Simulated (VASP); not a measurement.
Si (a cell with a defect), 17 atoms in the cell. The cell holds a defect, 17 atoms: a = 7.679 Å, b = 7.679 Å, c = 7.679 Å, α = 60.00°, β = 60.00°, γ = 60.00°. 

* Program: VASP 6.6.1
* Task: single point
* Functional: PBE
* Potentials or basis: VASP PAW PBE potentials, release 64 (Si)
* Cutoff: 520 eV
* k mesh: 2 × 2 × 2
* Occupations: fermi-dirac, width 0.05 eV
* Spin: no spin polarisation
* Dipole correction: no
* Further INCAR settings: LREAL = Auto; ALGO = Normal; EDIFF = 1e-06; NBANDS = 48

Potentials or basis: VASP PAW PBE potentials, release 64 (Si).

Launch:

```bash
$ cat potpaw_PBE.64/Si/POTCAR > POTCAR
$ mpirun -np 1 vasp_std > vasp.out
```

Hardware: 1 thread of Intel(R) Xeon(R) Platinum 8488C (Sapphire Rapids), with other jobs on the host.

Question: Estimate the wall time of this run.

Answer: Wall time 3 min on 1 thread of Intel(R) Xeon(R) Platinum 8488C (Sapphire Rapids), on a shared host, peak memory 0.46 GiB. Counts: scf iterations 14, k points 8.
